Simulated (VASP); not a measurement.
## Li2Pd: electric field gradients with LDA

The system is Li2Pd.

```
Li Pd
1.0
     4.24074    0.00000    0.00000
    -2.12037    3.67259    0.00000
     0.00000    0.00000    2.74098
Li Pd
2 1
Direct
  0.33333 0.66667 0.50000
  0.66667 0.33333 0.50000
  0.00000 0.00000 0.00000
```

| Quantity | Value |
| --- | --- |
| Program | VASP 6.6.1 |
| Task | electric field gradients |
| Functional | LDA |
| Potentials or basis | VASP PAW LDA potentials, release 64 (Li_sv, Pd) |
| Cutoff | 520 eV |
| k mesh | 11 × 11 × 15 |
| Occupations | fermi-dirac, width 0.08 eV |
| Spin | no spin polarisation |
| Dipole correction | no |
| Further INCAR settings | ALGO = Normal; EDIFF = 1e-08; NBANDS = 15 |

- Band gap on the k mesh: zero (bands 8 and 9 overlap by 2.29 eV)
- Largest electric field gradient by atom: Li +0.0; Pd -78.4 V/Å²

Levels at points of the mesh, in eV from the Fermi level:
```
           k point  band 5  band 6  band 7  band 8  band 9  band 10  band 11  band 12
(0.00, 0.00, 0.00)   -2.86   -2.86   -1.06   -1.06    4.13     4.13     5.48     5.48
```

Electric field gradients, principal values (V/Å²):
```tsv
atom	least	middle	greatest (by size)
1 Li	-0.017	-0.021	0.037
2 Li	-0.017	-0.021	0.037
3 Pd	39.196	39.198	-78.394
```

Run time: 46 s on 1 thread of Intel(R) Xeon(R) Platinum 8124M CPU @ 3.00GHz (Skylake/Cascade Lake), with other jobs on the host, peak memory 0.2 GiB.

Caveat: without QUAD_EFG the Cq values of the log hold for a quadrupole moment of 1 mb, not for the nuclei.
